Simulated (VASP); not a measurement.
Wanted: the native input for a VASP 6.6.1 run.

```
Task                   : single point
Functional             : PBEsol
Dispersion             : D3(BJ)
Potentials or basis    : VASP PAW PBE potentials, release 64 (Al)
Cutoff                 : 520 eV
k mesh                 : 18 × 18 × 6
Occupations            : gaussian, width 0.15 eV
Spin                   : no spin polarisation
Dipole correction      : no
Further INCAR settings : ALGO = Normal; EDIFF = 1e-06; NBANDS = 14
```

The structure of Al lies in POSCAR:

```
Al
1.0
    2.9513753088      0.0000000000      0.0000000000
   -1.4756876544      2.5559659935      0.0000000000
    0.0000000000      0.0000000000      8.9400109478
Al
4
Direct
    0.0000000000      0.0000000000      0.0000000000
    0.3333333333      0.6666666667      0.2500000000
    0.0000000000      0.0000000000      0.5000000000
    0.6666666667      0.3333333333      0.7500000000
```

This isn't the form of Al at room conditions, which is fcc.

The input as run:

INCAR

```
PREC = Accurate ; ENCUT = 520
EDIFF = 1E-6 ; ISMEAR = 0
SIGMA = 0.15 ; LREAL = F
LASPH = T ; NELM = 80
ALGO = Normal ; ISIF = 2
LWAVE = F ; LCHARG = T
GGA = PS ; IVDW = 12
LELF = T ; LVHAR = T
NBANDS = 14
```

KPOINTS

```
Automatic mesh
0
Gamma
  18 18 6
```

Potentials or basis: VASP PAW PBE potentials, release 64 (Al).

The run is started by

```console
$ cat potpaw_PBE.64/Al/POTCAR > POTCAR
$ mpirun -np 1 vasp_std > vasp.out
```

Results of the run:

The pressure is -5.2 GPa. The band gap on the k mesh is zero (bands 6 and 7 overlap by 6.64 eV) and the dispersion energy per atom is -0.311 eV.

Caveat: the cell stands under tension; the PAW data sets were made with another functional, which shifts forces and pressure a little.

It took 3.1 min on 1 thread of AMD EPYC 7R13 (shared host), peak memory 0.23 GiB.
